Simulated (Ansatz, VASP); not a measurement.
## Two plane-wave programs on Ge2Sb2O

```
CELL_PARAMETERS angstrom
4.12244 0.00000 0.00000
-2.06122 3.57014 0.00000
0.00000 0.00000 6.74456
ATOMIC_POSITIONS crystal
Ge 0.66667 0.33333 0.39028
Ge 0.33333 0.66667 0.60972
Sb 0.66667 0.33333 0.77531
Sb 0.33333 0.66667 0.22469
O 0.00000 0.00000 0.00000
```

Change from the starting cell: species swapped into the Y2H2C type (P-3m1, No. 164).

Alike in both runs: task single point; functional PBE; k mesh 6 × 6 × 4; occupations gaussian, width 0.1 eV; no spin polarisation.

```csv
,VASP,Ansatz
version,VASP 6.6.1,Ansatz 0.2.0
potentials or method,"VASP PAW PBE potentials, release 64 (Ge_d, Sb, O), cutoff 600 eV","scalar-relativistic, plane waves, PAW"
valence electrons in the cell,44,64
```

VASP gave:

- gap on the k mesh at the Fermi level (eV): none
- pressure (GPa): 13.3
- traceless stress, the component that is largest in VASP (GPa): 9.76
- rms of the force components (eV/Å): 1.513

Estimate Ansatz's values.

gap on the k mesh at the Fermi level (eV): none; pressure (GPa): 13.2; traceless stress, the component that is largest in VASP (GPa): 9.50; rms of the force components (eV/Å): 1.480.

Atom by atom the forces differ by 0.033 eV/Å (rms over components). A gap of «none» marks a metal or a gap that the smearing closes. VASP's potentials hold 44 valence electrons a cell and Ansatz's 64, so a difference there can come from the potentials and not from the codes.

Neither program's run includes spin-orbit coupling.
